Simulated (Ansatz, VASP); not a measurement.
**Si2Mo in VASP and in Ansatz**

```
Si Mo
1.0
    -1.60000    1.60000    3.93050
     1.60000   -1.60000    3.93050
     1.60000    1.60000   -3.93050
Si Mo
2 1
Direct
  0.33300 0.33300 0.00000
  0.66700 0.66700 0.00000
  0.00000 0.00000 0.00000
```

Alike in both runs: task relaxation of cell and atoms; functional PBE; k mesh 18 × 18 × 18; occupations gaussian, width 0.1 eV; no spin polarisation.

|  | VASP | Ansatz |
| --- | --- | --- |
| version | VASP 6.6.1 | Ansatz 0.2.0 |
| potentials or method | VASP PAW PBE potentials, release 64 (Si, Mo_sv), cutoff 600 eV | scalar-relativistic, plane waves, PAW |
| valence electrons in the cell | 22 | 22 |

```tsv
	VASP	Ansatz	Ansatz less VASP
gap on the k mesh at the Fermi level, each at its own relaxed structure (eV)	none	none	-
relaxed volume (Å³/atom)	13.59	13.58	-0.008
relaxed cell length with the largest relative difference (Å)	4.548	4.546	-0.0013
```

A gap of «none» marks a metal or a gap that the smearing closes.
